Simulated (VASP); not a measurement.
Rb4O:

```
Rb O
1.0
    -3.78720    3.78720    3.38759
     3.78720   -3.78720    3.38759
     3.78720    3.78720   -3.38759
Rb O
4 1
Direct
  0.50000 0.23447 0.73447
  0.50000 0.76553 0.26553
  0.23447 0.50000 0.73447
  0.76553 0.50000 0.26553
  0.50000 0.50000 0.00000
```

The cell was built from a structure type or drawn by symmetry, and may not be a known phase.

| Property | Result |
| --- | --- |
| Program | VASP 6.6.1 |
| Task | relaxation of cell and atoms |
| Functional | PBE |
| Potentials or basis | VASP PAW PBE potentials, release 64 (Rb_sv, O) |
| Cutoff | 600 eV |
| k mesh | 4 × 4 × 4 |
| Occupations | gaussian, width 0.1 eV |
| Spin | no spin polarisation |

At the start: pressure 19.2 GPa; volume 38.87 Å³/atom.

How do energy, volume and symmetry change on relaxing?

Over 15 steps the energy falls by 1364.3 meV/atom and the volume is 70.84 Å³/atom (+82.2 %); space group I4/mmm (No. 139, to 0.1 Å) before and after.

Step by step:
```
step  energy change (eV)  largest force (eV/Å)  pressure (GPa)  volume (Å³)
   1              0.0000                7.3931           19.22       194.35
   2             -5.0469                1.3391           -0.88       349.65
   3             -6.2178                0.7024            1.18       268.33
   4             -6.3953                0.6091            0.81       283.30
   5             -6.7038                0.4133           -0.02       331.37
   6             -6.5358                0.2503           -1.13       442.65
   7             -6.7647                0.3105           -0.35       361.30
   8             -6.8013                0.0361            0.09       353.27
   9             -6.8015                0.0581            0.05       353.82
  10             -6.8048                0.0482            0.04       355.24
  11             -6.8118                0.0191           -0.01       359.49
  12             -6.8126                0.0375           -0.11       367.96
  13             -6.8143                0.0138           -0.06       364.08
  14             -6.8180                0.0142           -0.03       360.21
  15             -6.8213                0.0152            0.01       354.19
```

Final structure:
```xyz
5
Lattice="-4.8522 4.8522 3.7609 4.8522 -4.8522 3.7609 4.8522 4.8522 -3.7609" Properties=species:S:1:pos:R:3 pbc="T T T"
Rb    2.2804    4.8522    0.0000
Rb    2.5719    0.0000    3.7609
Rb    4.8522    2.2804    0.0000
Rb    0.0000    2.5719    3.7609
O     0.0000    0.0000    3.7609
```

Caveat: the volume moved by over 15 % at a fixed basis, so the end points are rough.
